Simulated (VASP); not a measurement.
As, 2 atoms in the cell. Symmetry: P6_3/mmc, No. 194, hexagonal system. The conventional cell has a = 2.983 Å, b = 2.983 Å, c = 4.932 Å, α = 90.00°, β = 90.00°, γ = 120.00°. Within 3.9 Å of As (site symmetry -6m2) lie 12 As at 2.98 to 3.01 Å. 

```yaml
Program: VASP 6.6.1
Task: single point
Functional: r2SCAN
Potentials_or_basis: VASP PAW PBE potentials, release 64 (As)
Cutoff: 520 eV
k_mesh: 21 × 21 × 12
Occupations: gaussian, width 0.1 eV
Spin: no spin polarisation
Dipole_correction: no
Further_INCAR_settings: ALGO = Normal; EDIFF = 1e-06; NBANDS = 12
```

Potentials or basis: VASP PAW PBE potentials, release 64 (As).

The run is started by

```bash
$ cat potpaw_PBE.64/As/POTCAR > POTCAR
$ cp INCAR.step1 INCAR
$ mpirun -np 1 vasp_std > vasp.out
$ cp INCAR.step2 INCAR
$ mpirun -np 1 vasp_std > vasp.out
```

Hardware: 1 thread of Intel(R) Xeon(R) 6975P-C (Granite Rapids), on a shared host.

**Question.** How long does it take, and how much memory?

**Answer.** It took 2.7 min on 1 thread of Intel(R) Xeon(R) 6975P-C (Granite Rapids), with other jobs on the host, peak memory 0.27 GiB. Counts: k points 336.
